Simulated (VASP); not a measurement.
**Fe: electric field gradients with LDA**

Crystal: Fe.

```
CELL_PARAMETERS angstrom
-1.44300 1.44300 1.44300
1.44300 -1.44300 1.44300
1.44300 1.44300 -1.44300
ATOMIC_POSITIONS crystal
Fe 0.00000 0.00000 0.00000
```

* Program: VASP 6.6.1
* Task: electric field gradients
* Functional: LDA
* Potentials or basis: VASP PAW LDA potentials, release 64 (Fe)
* Cutoff: 520 eV
* k mesh: 22 × 22 × 22
* Occupations: gaussian, width 0.05 eV
* Spin: collinear spin, ferromagnetic start
* Starting moments: [2.18] μB
* Dipole correction: no
* Further INCAR settings: ALGO = Normal; EDIFF = 1e-08; NBANDS = 14

```yaml
Pressure: -26.1 GPa
Net_moment: 2.21 μB per cell
Site_moments: Fe +2.19 μB
Largest_electric_field_gradient_by_atom: zero within the noise of the run
Valence_electrons_inside_the_program's_atomic_spheres: Fe 7.17
```

Levels at points of the mesh, in eV from the Fermi level:
Spin up:
```
           k point  band 3  band 4  band 5  band 6  band 7  band 8
(0.00, 0.00, 0.00)   -2.16   -2.16   -0.92   -0.92   24.34   24.34
(0.50, 0.00, 0.00)   -0.90   -0.75    0.35    0.46    6.87   17.79
(0.50, 0.50, 0.50)    0.10    0.10    0.10    9.42    9.42    9.42
```
Spin down:
| k point | band 1 | band 2 | band 3 | band 4 | band 5 | band 6 | band 7 |
| --- | --- | --- | --- | --- | --- | --- | --- |
| (0.00, 0.00, 0.00) | -7.81 | -0.34 | -0.34 | -0.34 | 1.38 | 1.38 | 24.49 |
| (0.50, 0.00, 0.00) | -3.36 | -1.51 | 0.81 | 1.29 | 1.60 | 2.44 | 8.20 |
| (0.50, 0.50, 0.50) | -2.83 | -2.83 | 2.16 | 2.16 | 2.16 | 9.88 | 9.88 |

Run time: 99 s on 1 thread of AMD EPYC 9R45 96-Core Processor (Zen 5), on a shared host, peak memory 0.16 GiB.

Caveat: the cell stands under tension.
